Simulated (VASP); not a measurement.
# Ga (C2/c) in VASP: a series of runs

Ga is run at these levels: LDA; tasks: single point.

Program: VASP 6.6.1. These are calculated values, not measurements. Logs are shortened: lines on timing, memory, paths and dates and some standing lists are left out, and cuts for length are marked.

## Step 1: The cell of the first run

The structure is monoclinic, space group C2/c (No. 15). Conventional cell: a = 2.729 Å, b = 7.944 Å, c = 3.287 Å, α = 90.00°, β = 92.02°, γ = 90.00°. Within 3.5 Å of Ga (site symmetry 2) lie 10 Ga at 2.65 to 3.29 Å.

## Step 2: Single point, LDA (17.80 Å³/atom)

Contents of INCAR:

```
SYSTEM = Ga
ALGO = Fast
EDIFF = 1E-6
ENCUT = 520
ISIF = 2
ISMEAR = -1
LASPH = .True.
LCHARG = .False.
LREAL = .False.
LWAVE = .False.
NBANDS = 20
NELM = 60
PREC = Accurate
SIGMA = 0.05
```

Contents of KPOINTS:

```
k-points
0
Gamma
  10 10 8
  0 0 0
```

Contents of POSCAR:

```
Ga
1.0
    1.3643085195     -3.9720811669      0.0000000000
    1.3643085195      3.9720811669      0.0000000000
   -0.1158601719      0.0000000000      3.2849248782
Ga
2
Direct
    0.1310000000      0.8690000000      0.7500000000
    0.8690000000      0.1310000000      0.2500000000
```

Potentials or basis: VASP PAW LDA potentials, release 64 (Ga_d).

Run with:

```console
> cat potpaw_LDA.64/Ga_d/POTCAR > POTCAR
> mpirun -np 1 vasp_std > vasp.out
```

OUTCAR:

```text
SYSTEM = Ga
   EDIFF = 1E-6
   ENCUT = 520
   ISIF = 2
   ISMEAR = -1
   LASPH = .True.
   LREAL = .False.
   NELM = 60
   PREC = Accurate

 ion  position               nearest neighbor table
   1  0.131  0.869  0.750-   2 2.65   2 2.65   2 2.82   2 2.82   2 2.88   2 2.88
   2  0.869  0.131  0.250-   1 2.65   1 2.65   1 2.82   1 2.82   1 2.88   1 2.88

  LATTYP: Found a base centered monoclinic cell.
 ALAT       =     2.7286170390
 B/A-ratio  =     2.9114244397
 C/A-ratio  =     1.2046276211
 COS(beta)  =    -0.0352483478

  Lattice vectors:

 A1 = (   1.3643085195,  -3.9720811669,   0.0000000000)
 A2 = (   1.3643085195,   3.9720811669,   0.0000000000)
 A3 = (  -0.1158601719,   0.0000000000,   3.2849248782)

Analysis of symmetry for initial positions (statically):
=====================================================================
 Subroutine PRICEL returns:
 Original cell was already a primitive cell.

 Routine SETGRP: Setting up the symmetry group for a
 base centered monoclinic supercell.

 Subroutine GETGRP returns: Found  4 space group operations
 (whereof  2 operations were pure point group operations)
 out of a pool of  4 trial point group operations.

The static configuration has the point symmetry S_2 .
 The point group associated with its full space group is C_2h.

Analysis of symmetry for dynamics (positions and initial velocities):
=====================================================================
 Subroutine PRICEL returns:
 Original cell was already a primitive cell.

 Routine SETGRP: Setting up the symmetry group for a
 base centered monoclinic supercell.

 Subroutine GETGRP returns: Found  4 space group operations
 (whereof  2 operations were pure point group operations)
 out of a pool of  4 trial point group operations.

The dynamic configuration has the point symmetry S_2 .
 The point group associated with its full space group is C_2h.

 Subroutine INISYM returns: Found  4 space group operations
 (whereof  2 operations are pure point group operations),
 and found     1 'primitive' translations

----------------------------------------------------------------------------------------

                                     Primitive cell

  volume of cell :      35.6030

  direct lattice vectors                    reciprocal lattice vectors
     1.364308519 -3.972081167  0.000000000     0.366486020 -0.125878596  0.012926059
     1.364308519  3.972081167  0.000000000     0.366486020  0.125878596  0.012926059
[... 83 lines left out ...]
   ENCUT  =  520.0 eV  38.22 Ry    6.18 a.u.   7.81  7.81  6.11*2*pi/ulx,y,z
   NELM   =     60;   NELMIN=  2; NELMDL= -5     # of ELM steps
   EDIFF  = 0.1E-05   stopping-criterion for ELM
   LREAL  =      F    real-space projection
   EDIFFG = 0.1E-04   stopping-criterion for IOM
   NSW    =      0    number of steps for IOM
   IBRION =     -1    ionic relax: 0-MD 1-quasi-New 2-CG
   NFREE  =      0    steps in history (QN), initial steepest desc. (CG)
   ISIF   =      2    stress and relaxation
   ISYM   =      2    0-nonsym 1-usesym 2-fastsym
   POTIM  = 0.5000    time-step for ionic-motion
   TEBEG  =    0.0;   TEEND  =   0.0 temperature during run
   PSTRESS=    0.0 pullay stress
   NELECT =      26.0000    total number of electrons
   NUPDOWN=      -1.0000    fix difference up-down
   EMIN   =  10.00;   EMAX   =-10.00  energy-range for DOS
   EFERMI =   0.00;   METHOD = LEGACY
   ISMEAR =    -1;   SIGMA  =   0.05  broadening in eV -4-tet -1-fermi 0-gaus
   EFERMI_NEDOS =   21; number of points for ismear=-14 and -15
   IALGO  =     68    algorithm
   IMIX   =      4    mixing-type and parameters
     AMIX     =   0.40;   BMIX     =  1.00
     AMIX_MAG =   1.60;   BMIX_MAG =  1.00
  volume/ion in A,a.u.               =      17.80       120.13
  Fermi-wavevector in a.u.,A,eV,Ry     =   1.474248  2.785925 29.571002  2.173407
  Thomas-Fermi vector in A             =   2.589042
   LORBIT       =      0    0 simple, 1 ext, 2 COOP (PROOUT), +10 PAW based schemes
   GGA     = CA    functional components
   LHFCALC =     F    Hartree Fock is set to
   AEXX    =    0.0000 exact exchange contribution
   IVDW    =     0    specifies the selected vdW correction
   LEPSILON=     F    determine dielectric tensor
   LRPA    =     F    only Hartree local field effects (RPA)
 non-spin polarized calculation
 RMM-DIIS sequential band-by-band and
  energy-cutoff  :      520.00
  volume of cell :       35.60
 maximum number of plane-waves:       972
   NGX = 15   NGY = 15   NGZ = 13

 number of electron      26.0000008 magnetization

 Free energy of the ion-electron system (eV)
  ---------------------------------------------------
  ext. energy  EPLUGINS =         0.00000000
  ---------------------------------------------------
  free energy    TOTEN  =        -7.16110977 eV

  energy without entropy =       -7.15570207  energy(sigma->0) =       -7.15840592

 E-fermi :   5.7816     XC(G=0): -11.5817

 val. band max:        5.7785473739   @ k =  -0.2000   0.3000   0.3750
 cond. band min:       5.7816551955   @ k =   0.2000   0.1000   0.2500
 fundamental gap:      0.0031078216
 Fermi energy:         5.7815904468

 k-point     1 :       0.0000    0.0000    0.0000
  band No.  band energies     occupation
      1      -9.5148      2.00000
      2      -9.5059      2.00000
      3      -9.4655      2.00000
      4      -9.4435      2.00000
      5      -9.1364      2.00000
      6      -9.1349      2.00000
[... 541 lines left out ...]
     19      15.6957      0.00000
     20      17.9185      0.00000

 [... further k-points ...]

------------------------ aborting loop because EDIFF is reached ----------------------------------------

  FORCE on cell =-STRESS in cart. coord.  units (eV):
  Direction    XX          YY          ZZ          XY          YZ          ZX
  --------------------------------------------------------------------------------------
  -------------------------------------------------------------------------------------
  Total       -0.2591297     -0.4093935     -0.5368799      0.0000000      0.0000000      0.1063292
  in kB      -11.6611562    -18.4232112    -24.1602592      0.0000000      0.0000000      4.7849439
  external PRESSURE =     -18.0815422 kB  Pullay stress =       0.0000000 kB

 VOLUME and BASIS-vectors are now :
 -----------------------------------------------------------------------------
  energy-cutoff  :      520.00
  volume of cell :       35.60
      direct lattice vectors                 reciprocal lattice vectors
     1.364308519 -3.972081167  0.000000000     0.366486020 -0.125878596  0.012926059
     1.364308519  3.972081167  0.000000000     0.366486020  0.125878596  0.012926059
    -0.115860172  0.000000000  3.284924878     0.000000000  0.000000000  0.304420965

 POSITION                                       TOTAL-FORCE (eV/Angst)
 -----------------------------------------------------------------------------------
      1.27741      2.93140      2.46369        -0.000000     -0.200819     -0.000000
      1.33534     -2.93140      0.82123         0.000000      0.200819      0.000000
 -----------------------------------------------------------------------------------
    total drift:                                0.000000      0.000000     -0.000000

  FREE ENERGIE OF THE ION-ELECTRON SYSTEM (eV)
  ---------------------------------------------------
  free  energy   TOTEN  =        -7.1611097651 eV

  energy  without entropy=       -7.1557020727  energy(sigma->0) =       -7.15840592
```

Run time: 2.6 min. Hardware: 1 thread of AMD EPYC 7R43 (Zen 3), shared host; peak memory 0.2 GiB.

Results:

* Free energy: -7.1611 eV
* Pressure: -1.8 GPa
* Largest force: 0.201 eV/Å
* Band gap on the k mesh: zero (bands 13 and 14 overlap by 8.63 eV)

Forces on the atoms (eV/Å):
```
Ga   0.000 -0.201  0.000
Ga   0.000  0.201  0.000
```

## Step 3: Single point, LDA (18.17 Å³/atom)

This run uses another cell than the first one, of 18.17 Å³/atom.

Edit INCAR of step 2 so:

```diff
@@ -7,4 +7,6 @@
 LASPH = .True.
-LCHARG = .False.
+LCHARG = .True.
+LELF = .True.
 LREAL = .False.
+LVHAR = .True.
 LWAVE = .False.
```

KPOINTS is that of step 2.

Contents of POSCAR:

```
Ga
1.0
    1.3737178411     -3.9994756958      0.0000000000
    1.3737178411      3.9994756958      0.0000000000
   -0.1166592328      0.0000000000      3.3075802485
Ga
2
Direct
    0.1310000000      0.8690000000      0.7500000000
    0.8690000000      0.1310000000      0.2500000000
```

Potentials or basis: VASP PAW LDA potentials, release 64 (Ga_d).

Run with:

```console
> cat potpaw_LDA.64/Ga_d/POTCAR > POTCAR
> mpirun -np 1 vasp_std > vasp.out
```

It took 2.8 min on 1 thread of AMD EPYC 7R43 (Zen 3), shared host; peak memory 0.21 GiB.

The run converged. Its results:

```yaml
Free_energy: -7.1505 eV
Pressure: -3.0 GPa
Largest_force: 0.192 eV/Å
Band_gap_on_the_k_mesh: zero (bands 13 and 14 overlap by 8.47 eV)
```

Forces in eV/Å, atoms in the order of the input:
```
Ga   0.000 -0.192  0.000
Ga   0.000  0.192  0.000
```

Stress tensor (GPa, compression positive):
```
-2.39  0.00  0.43
 0.00 -2.97  0.00
 0.43  0.00 -3.49
```

Levels at points of the mesh, in eV from the Fermi level:
| k point | band 11 | band 12 | band 13 | band 14 | band 15 | band 16 |
| --- | --- | --- | --- | --- | --- | --- |
| (0.00, 0.00, 0.00) | -11.37 | -2.12 | -1.64 | 1.62 | 5.58 | 9.77 |
| (0.50, 0.00, 0.00) | -6.12 | -5.08 | -1.36 | 0.02 | 5.81 | 6.63 |
| (0.50, 0.50, 0.00) | -9.22 | -8.71 | 4.02 | 4.61 | 5.92 | 6.13 |
| (0.00, 0.00, 0.50) | -7.88 | -7.88 | 1.72 | 1.72 | 2.48 | 2.48 |
| (0.50, 0.00, 0.50) | -2.91 | -2.89 | -1.66 | -1.52 | 1.76 | 2.31 |
| (0.50, 0.50, 0.50) | -6.07 | -6.07 | -4.45 | -4.45 | 10.95 | 10.95 |

## Step 4: Single point, LDA (18.91 Å³/atom)

This run uses another cell than the first one, of 18.91 Å³/atom.

Contents of INCAR:

```
PREC     = Accurate       # precision mode
ENCUT    = 520            # plane-wave cutoff, eV
EDIFF    = 1E-6           # SCF threshold, eV
ISMEAR   = -1             # smearing method
SIGMA    = 0.05           # smearing width, eV
LREAL    = False          # projectors in reciprocal space
LASPH    = True           # aspherical terms in the spheres
NELM     = 80             # most SCF steps
ALGO     = Fast           # electronic algorithm
ISIF     = 2              # what is computed and relaxed
LWAVE    = False          # write WAVECAR
LCHARG   = False          # write CHGCAR
GGA      = CA             # functional
NBANDS   = 20             # bands
```

Contents of KPOINTS:

```
Automatic mesh
0
Gamma
  10 10 8
```

Contents of POSCAR:

```
Ga
1.0
    1.3921592073     -4.0531663400      0.0000000000
    1.3921592073      4.0531663400      0.0000000000
   -0.1182253154      0.0000000000      3.3519825971
Ga
2
Direct
    0.1310000000      0.8690000000      0.7500000000
    0.8690000000      0.1310000000      0.2500000000
```

Run with:

```console
> cat potpaw_LDA.64/Ga_d/POTCAR > POTCAR
> mpirun -np 1 vasp_std > vasp.out
```

It took 2.6 min on 1 thread of AMD EPYC 7R43 (Zen 3), shared host; peak memory 0.21 GiB.

Results (log left out):

- Free energy: -7.1150 eV
- Pressure: -4.8 GPa
- Largest force: 0.173 eV/Å
- Band gap on the k mesh: zero (bands 13 and 14 overlap by 8.17 eV)

Forces on the atoms (eV/Å):
```
Ga   0.000 -0.173  0.000
Ga   0.000  0.173  0.000
```

Stress tensor (GPa, compression positive):
```
-4.40  0.00  0.34
 0.00 -4.78  0.00
 0.34  0.00 -5.29
```

Levels at points of the mesh, in eV from the Fermi level:
```tsv
k point	band 11	band 12	band 13	band 14	band 15	band 16
(0.00, 0.00, 0.00)	-11.06	-2.00	-1.75	1.62	5.52	9.48
(0.50, 0.00, 0.00)	-6.03	-4.91	-1.28	-0.06	5.62	6.40
(0.50, 0.50, 0.00)	-8.97	-8.48	3.93	4.50	5.69	5.91
(0.00, 0.00, 0.50)	-7.69	-7.69	1.71	1.71	2.39	2.39
(0.50, 0.00, 0.50)	-2.91	-2.87	-1.57	-1.51	1.73	2.27
(0.50, 0.50, 0.50)	-6.00	-6.00	-4.24	-4.24	10.61	10.61
```

Caveat: the cell stands under tension.

## Step 5: Summary

| cell | gap on the mesh (eV) | pressure (GPa) | largest force (eV/Å) |
| --- | --- | --- | --- |
| a = 4.200, b = 4.200, c = 3.287 Å, angles 90.7, 90.7, 142.1°, 2 atoms | none | -1.8 | 0.20 |
| a = 4.229, b = 4.229, c = 3.310 Å, angles 90.7, 90.7, 142.1°, 2 atoms | none | -3.0 | 0.19 |
| a = 4.286, b = 4.286, c = 3.354 Å, angles 90.7, 90.7, 142.1°, 2 atoms | none | -4.8 | 0.17 |

Alike in all rows: task single point; level LDA; potentials or basis VASP PAW LDA potentials, release 64 (Ga_d); no spin polarisation; k mesh 10 × 10 × 8; cutoff (eV) 520; smearing fermi-dirac 0.05 eV.

Caveats: the cell stands under tension (at least some runs).

Absolute energies hang on the potentials; compare differences alone.
